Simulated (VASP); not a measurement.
# Mo (Im-3m) in VASP: further runs, part 2 of 2

VASP 6.6.1. Earlier steps stand in the parts before.

**3. Relaxation of cell and atoms, r2SCAN, target pressure 5 GPa, at which the enthalpy is minimised**

The input, POSCAR:

```
Mo
1.0
   -1.5657961247      1.5657961247      1.5657961247
    1.5657961247     -1.5657961247      1.5657961247
    1.5657961247      1.5657961247     -1.5657961247
Mo
1
Direct
    0.0000000000      0.0000000000      0.0000000000
```

The input, INCAR.step1:

```
SYSTEM = Mo
PREC = Accurate
ENCUT = 600
ISMEAR = 0
SIGMA = 0.1
LREAL = .False.
LASPH = .True.
NELM = 60
GGA = PE
ALGO = Normal
EDIFF = 1E-4
LWAVE = .True.
LCHARG = .False.
```

The input, INCAR.step2:

```
SYSTEM = Mo
PREC = Accurate
ENCUT = 600
EDIFF = 1E-6
ISMEAR = 0
SIGMA = 0.1
LREAL = .False.
LASPH = .True.
NELM = 60
ALGO = Normal
ISIF = 3
LWAVE = .False.
LCHARG = .False.
METAGGA = R2SCAN
LMIXTAU = .True.
IBRION = 2
NSW = 70
EDIFFG = -0.008
PSTRESS = 50.0
ISTART = 1
```

The input, KPOINTS:

```
Automatic mesh
0
Gamma
  18 18 18
  0 0 0
```

Potentials or basis: VASP PAW PBE potentials, release 64 (Mo_sv).

Command:

```console
$ cat potpaw_PBE.64/Mo_sv/POTCAR > POTCAR
$ cp INCAR.step1 INCAR
$ mpirun -np 1 vasp_std > vasp.out
$ cp INCAR.step2 INCAR
$ mpirun -np 1 vasp_std > vasp.out
```

OUTCAR:

```text
SYSTEM = Mo
   PREC = Accurate
   ENCUT = 600
   EDIFF = 1E-6
   ISMEAR = 0
   LREAL = .False.
   LASPH = .True.
   NELM = 60
   ISIF = 3
   METAGGA = R2SCAN
   IBRION = 2
   NSW = 70
   EDIFFG = -0.008
   PSTRESS = 50.0
   ISTART = 1

 ion  position               nearest neighbor table
   1  0.000  0.000  0.000-

  LATTYP: Found a body centered cubic cell.
 ALAT       =     3.1315922494

  Lattice vectors:

 A1 = (  -1.5657961247,   1.5657961247,   1.5657961247)
 A2 = (   1.5657961247,  -1.5657961247,   1.5657961247)
 A3 = (   1.5657961247,   1.5657961247,  -1.5657961247)

Analysis of symmetry for initial positions (statically):
=====================================================================
 Subroutine PRICEL returns:
 Original cell was already a primitive cell.

 Routine SETGRP: Setting up the symmetry group for a
 body centered cubic supercell.

 Subroutine GETGRP returns: Found 48 space group operations
 (whereof 48 operations were pure point group operations)
 out of a pool of 48 trial point group operations.

The static configuration has the point symmetry O_h .

Analysis of symmetry for dynamics (positions and initial velocities):
=====================================================================
 Subroutine PRICEL returns:
 Original cell was already a primitive cell.

 Routine SETGRP: Setting up the symmetry group for a
 body centered cubic supercell.

 Subroutine GETGRP returns: Found 48 space group operations
 (whereof 48 operations were pure point group operations)
 out of a pool of 48 trial point group operations.

The dynamic configuration has the point symmetry O_h .

 Subroutine INISYM returns: Found 48 space group operations
 (whereof 48 operations are pure point group operations),
 and found     1 'primitive' translations

----------------------------------------------------------------------------------------

                                     Primitive cell
[... 127 lines left out ...]
   NGX = 11   NGY = 11   NGZ = 11

--------------------------------------- Ionic step        1  -------------------------------------------

 number of electron      14.0000001 magnetization

 Free energy of the ion-electron system (eV)
  ---------------------------------------------------
  ext. energy  EPLUGINS =         0.00000000
  ---------------------------------------------------
  free energy    TOTEN  =       -26.06910083 eV

  energy without entropy =      -26.06646249  energy(sigma->0) =      -26.06778166

------------------------ aborting loop because EDIFF is reached ----------------------------------------

  FORCE on cell =-STRESS in cart. coord.  units (eV):
  Direction    XX          YY          ZZ          XY          YZ          ZX
  --------------------------------------------------------------------------------------
  -------------------------------------------------------------------------------------
  Total        0.5976075      0.5976075      0.5976075      0.0000000     -0.0000000      0.0000000
  in kB       62.3535184     62.3535184     62.3535184      0.0000000     -0.0000000      0.0000000
  external PRESSURE =      12.3535184 kB  Pullay stress =      50.0000000 kB
[... 61 lines left out ...]
--------------------------------------- Ionic step        3  -------------------------------------------

 number of electron      14.0000001 magnetization

 Free energy of the ion-electron system (eV)
  ---------------------------------------------------
  ext. energy  EPLUGINS =         0.00000000
  ---------------------------------------------------
  free energy    TOTEN  =       -26.07135333 eV

  energy without entropy =      -26.06866214  energy(sigma->0) =      -26.07000773

 E-fermi :  12.7881     XC(G=0): -14.7242

 val. band max:       12.7771358983   @ k =  -0.3889   0.4444   0.2778
 cond. band min:      12.7997274122   @ k =  -0.1667   0.1667   0.1111
 fundamental gap:      0.0225915139
 Fermi energy:        12.7881098647

 k-point     1 :       0.0000    0.0000    0.0000
  band No.  band energies     occupation
      1     -50.4558      2.00000
      2     -22.8933      2.00000
      3     -22.8933      2.00000
      4     -22.8933      2.00000
      5       5.0651      2.00000
      6      11.3216      2.00000
      7      11.3216      2.00000
      8      11.3216      2.00000
      9      14.7067      0.00000
     10      14.7067      0.00000
     11      28.2855      0.00000
[... 309 lines left out ...]
 k-point    24 :       0.3889    0.1111    0.0000
  band No.  band energies     occupation
      1     -50.1464      2.00000
      2     -24.3672      2.00000
      3     -23.4341      2.00000
      4     -22.9749      2.00000
      5       7.5301      2.00000
      6       9.2878      2.00000
      7      12.7676      1.22854
      8      14.5419      0.00000
      9      15.7630      0.00000
     10      18.4798      0.00000
     11      25.2866      0.00000

 [... further k-points ...]

------------------------ aborting loop because EDIFF is reached ----------------------------------------

  FORCE on cell =-STRESS in cart. coord.  units (eV):
  Direction    XX          YY          ZZ          XY          YZ          ZX
  --------------------------------------------------------------------------------------
  -------------------------------------------------------------------------------------
  Total        0.4817641      0.4817641      0.4817641      0.0000000      0.0000000      0.0000000
  in kB       50.0567059     50.0567059     50.0567059      0.0000000      0.0000000      0.0000000
  external PRESSURE =       0.0567059 kB  Pullay stress =      50.0000000 kB
[... 20 lines left out ...]
  energy  without entropy=      -26.0686621376  energy(sigma->0) =      -26.07000773

  enthalpy is  TOTEN    =       -25.5901349959 eV   P V=        0.4812183321

 reached required accuracy - stopping structural energy minimisation
```

OUTCAR.step1:

```text
SYSTEM = Mo
   PREC = Accurate
   ENCUT = 600
   ISMEAR = 0
   LREAL = .False.
   LASPH = .True.
   NELM = 60
[... 553 lines left out ...]
 -----------------------------------------------------------------------------------
      0.00000      0.00000      0.00000        -0.000000      0.000000     -0.000000
 -----------------------------------------------------------------------------------
    total drift:                                0.000000     -0.000000     -0.000000

  FREE ENERGIE OF THE ION-ELECTRON SYSTEM (eV)
  ---------------------------------------------------
  free  energy   TOTEN  =       -10.9235422063 eV

  energy  without entropy=      -10.9212204618  energy(sigma->0) =      -10.92238133
```

Run time: 8.4 min. Hardware: 1 thread of AMD EPYC 7R43 (Zen 3), shared host; peak memory 0.15 GiB.

What came out:

* Free energy: -26.0714 eV
* Relaxed volume: 15.42 Å³/atom
* Relaxed cell: a = 2.716 Å, b = 2.716 Å, c = 2.716 Å, α = 109.47°, β = 109.47°, γ = 109.47°
* Space group after relaxing (to 0.1 Å): Im-3m (No. 229)
* Energy change on relaxing (the run minimises the enthalpy): -2.3 meV/atom
* Ionic steps: 3
* Pressure after relaxing: 5.0 GPa
* Band gap on the k mesh: zero (bands 7 and 8 overlap by 5.67 eV)

Step by step:
| step | energy change (eV) | largest force (eV/Å) | pressure (GPa) | volume (Å³) |
| --- | --- | --- | --- | --- |
| 1 | 0.0000 | 0.0000 | 6.24 | 15.36 |
| 2 | -0.0062 | 0.0000 | 1.35 | 15.62 |
| 3 | -0.0023 | 0.0000 | 5.01 | 15.42 |

Final structure:
```
Mo
1.0
    -1.56798    1.56798    1.56798
     1.56798   -1.56798    1.56798
     1.56798    1.56798   -1.56798
Mo
1
Direct
  0.00000 0.00000 0.00000
```

Caveat: the cell is relaxed towards a set pressure, so the run minimises the enthalpy, not the energy; the PAW data sets were made with another functional, which shifts forces and pressure a little.

The gap in the log of VASP goes by the Fermi energy; the results here count the filled bands.